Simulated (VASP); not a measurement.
A run of VASP 6.6.1:

Contents of INCAR:

```
SYSTEM = AlN
  PREC = Accurate
  ENCUT = 520
  EDIFF = 1E-6
  ISMEAR = 0
  SIGMA = 0.05
  LREAL = .False.
  LASPH = .True.
  NELM = 100
  ALGO = Normal
  ISIF = 2
  LWAVE = .False.
  LCHARG = .False.
  GGA = PE
  NBANDS = 26
```

File KPOINTS:

```
regular mesh
0
Gamma
  8 6 4
  0 0 0
```

File POSCAR:

```
AlN
1.0
   -1.6567491617      2.8695737234      0.0000000000
    0.0000000000      0.0000000000      4.1874629526
    4.9702474850      2.8695737234      0.0000000000
Al N
4 4
Direct
    0.5292022475      0.7500000000      0.0496464977
    0.0000000000      0.7500000000      0.6666666667
    0.0000000000      0.2500000000      0.3333333333
    0.5000000000      0.2500000000      0.8333333333
    0.5000000000      0.2500000000      0.1666666667
    0.0000000000      0.2500000000      0.6666666667
    0.0000000000      0.7500000000      0.3333333333
    0.5000000000      0.7500000000      0.8333333333
```

Potentials or basis: VASP PAW PBE potentials, release 64 (Al, N).

Launch:

```sh
$ cat potpaw_PBE.64/Al/POTCAR potpaw_PBE.64/N/POTCAR > POTCAR
$ mpirun -np 1 vasp_std > vasp.out
```

Hardware: 1 thread of AMD EPYC 9R45 96-Core Processor (Zen 5) (shared host).

Task: Estimate the wall time of this run.

Result: Run time: 78 s on 1 thread of AMD EPYC 9R45 96-Core Processor (Zen 5), on a shared host, peak memory 0.23 GiB. Counts: scf iterations 14, k points 72.
